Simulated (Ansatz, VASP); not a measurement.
# Two plane-wave programs on EuS

INCAR

```
SYSTEM = EuS
  PREC = Accurate
  ENCUT = 600
  EDIFF = 1E-6
  ISMEAR = -1
  SIGMA = 0.05
  LREAL = .False.
  LASPH = .True.
  NELM = 200
  ALGO = Normal
  ISIF = 2
  LWAVE = .False.
  LCHARG = .False.
  ISPIN = 2
  MAGMOM = 7 0
  LORBIT = 11
  LMAXMIX = 6
  GGA = CA
  NBANDS = 22
  GGA_COMPAT = .False.
```

Contents of KPOINTS:

```
regular mesh
0
Gamma
  8 8 8
  0 0 0
```

The input POSCAR:

```
EuS
1.0
    0.0000000000      3.0176952843      3.0176952843
    3.0176952843      0.0000000000      3.0176952843
    3.0176952843      3.0176952843      0.0000000000
Eu S
1 1
Direct
    0.0000000000      0.0000000000      0.0000000000
    0.5000000000      0.5000000000      0.5000000000
```

File input.yaml:

```yaml
crystal:
  lattice:
    - [0.0, 3.0176952843, 3.0176952843]
    - [3.0176952843, 0.0, 3.0176952843]
    - [3.0176952843, 3.0176952843, 0.0]
  atoms:
    - { symbol: Eu, position: [0.0, 0.0, 0.0], spin: 7.0 }
    - { symbol: S, position: [0.5, 0.5, 0.5] }
hamiltonian:
  xc: lda
  pseudopotentials: { kind: paw }
magnetization:
  spin_polarized: true
kpoints:
  mp_grid: { grid: [8, 8, 8] }
scf:
  occupations: { method: fermi_dirac, width: 0.05 }
output:
  forces: true
  stress: true
  eigenvalues: true
```

Alike in both runs: task single point; functional LDA; k mesh 8 × 8 × 8; occupations fermi-dirac, width 0.05 eV; collinear spin.

|  | VASP | Ansatz |
| --- | --- | --- |
| version | VASP 6.6.1 | Ansatz 0.2.0 |
| potentials or method | VASP PAW PBE potentials, release 64 (Eu, S) | Ansatz PAW |
| plane-wave cutoff (eV) | 600 | 420 |
| valence electrons in the cell | 23 | 23 |

VASP gave:

* gap on the k mesh at the Fermi level (eV): none
* pressure (GPa): -8.7
* net moment per atom (μB): 3.48
* size of the moment on the site where the two differ most (μB): 6.61

Q: Which values does Ansatz return?

A: gap on the k mesh at the Fermi level (eV): none; pressure (GPa): -8.5; net moment per atom (μB): 3.49; size of the moment on the site where the two differ most (μB): 6.77.

VASP's potentials were made for PBE, not for LDA. LDA's correlation is that of Perdew and Zunger in VASP and of Perdew and Wang (1992) in Ansatz. Site moments also hang on the region over which each program counts them. A gap of «none» marks a metal or a gap that the smearing closes.

Neither program's run includes spin-orbit coupling.
